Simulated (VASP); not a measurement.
Wanted: the native input for a VASP 6.6.1 run.

* Task: single point
* Functional: HSE06
* Potentials or basis: VASP PAW PBE potentials, release 64 (C)
* Cutoff: 520 eV
* k mesh: 8 × 8 × 8
* Occupations: gaussian, width 0.01 eV
* Spin: no spin polarisation
* Dipole correction: no
* Grid for exact exchange (PRECFOCK): Normal
* Further INCAR settings: ALGO = Normal; EDIFF = 1e-06; NBANDS = 11
* Share of exact exchange: 0.25
* Screening parameter: 0.2079 1/Å

The system is C.

```
C
1.0
    -0.05168    1.79965    1.79965
     1.79965   -0.05168    1.79965
     1.79965    1.79965   -0.05168
C
2
Direct
  0.99994 0.99994 0.99994
  0.25006 0.25006 0.25006
```

This cell differs from its parent crystal: epitaxial 111 strain +4.0%.

The input as run:

POSCAR

```
C
1.0
   -0.0516797269      1.7996493813      1.7996493813
    1.7996493813     -0.0516797269      1.7996493813
    1.7996493813      1.7996493813     -0.0516797269
C
2
Direct
   -0.0000596675     -0.0000596675     -0.0000596675
    0.2500596675      0.2500596675      0.2500596675
```

INCAR.step1

```
SYSTEM = C
PREC     = Accurate       ! precision mode
ENCUT    = 520            ! plane-wave cutoff, eV
EDIFF    = 1E-5           ! SCF threshold, eV
ISMEAR   = 0              ! smearing method
SIGMA    = 0.01           ! smearing width, eV
LREAL    = .FALSE.        ! projectors in reciprocal space
LASPH    = .TRUE.         ! aspherical terms in the spheres
NELM     = 60             ! most SCF steps
ALGO     = Normal         ! electronic algorithm
ISIF     = 2              ! what is computed and relaxed
LWAVE    = .TRUE.         ! write WAVECAR
LCHARG   = .FALSE.        ! write CHGCAR
GGA      = PE             ! functional
NBANDS   = 11             ! bands
```

INCAR.step2

```
SYSTEM = C
PREC     = Accurate       ! precision mode
ENCUT    = 520            ! plane-wave cutoff, eV
EDIFF    = 1E-6           ! SCF threshold, eV
ISMEAR   = 0              ! smearing method
SIGMA    = 0.01           ! smearing width, eV
LREAL    = .FALSE.        ! projectors in reciprocal space
LASPH    = .TRUE.         ! aspherical terms in the spheres
NELM     = 60             ! most SCF steps
ALGO     = Normal         ! electronic algorithm
ISIF     = 2              ! what is computed and relaxed
LWAVE    = .FALSE.        ! write WAVECAR
LCHARG   = .FALSE.        ! write CHGCAR
GGA      = PE             ! functional
LHFCALC  = .TRUE.         ! exact exchange
HFSCREEN = 0.2079         ! screening, 1/A
PRECFOCK = Normal       
ISTART   = 1            
NBANDS   = 11             ! bands
```

KPOINTS

```
regular mesh
0
G
  8 8 8
  0 0 0
```

Potentials or basis: VASP PAW PBE potentials, release 64 (C).

Run with:

```sh
$ cat potpaw_PBE.64/C/POTCAR > POTCAR
$ cp INCAR.step1 INCAR
$ mpirun -np 1 vasp_std > vasp.out
$ cp INCAR.step2 INCAR
$ mpirun -np 1 vasp_std > vasp.out
```

Results of the run:

```json
{
  "Pressure": "-33.5 GPa",
  "Largest force": "0.069 eV/Å",
  "Band gap on the k mesh": "5.00 eV (least direct gap 6.30 eV)"
}
```

Caveat: the cell differs from its parent crystal (epitaxial 111 strain +4.0%); the cell stands under tension; the PAW data sets were made with another functional, which shifts forces and pressure a little.

Wall time 30 min on 1 thread of Intel Xeon 8259CL (shared host), peak memory 0.23 GiB.
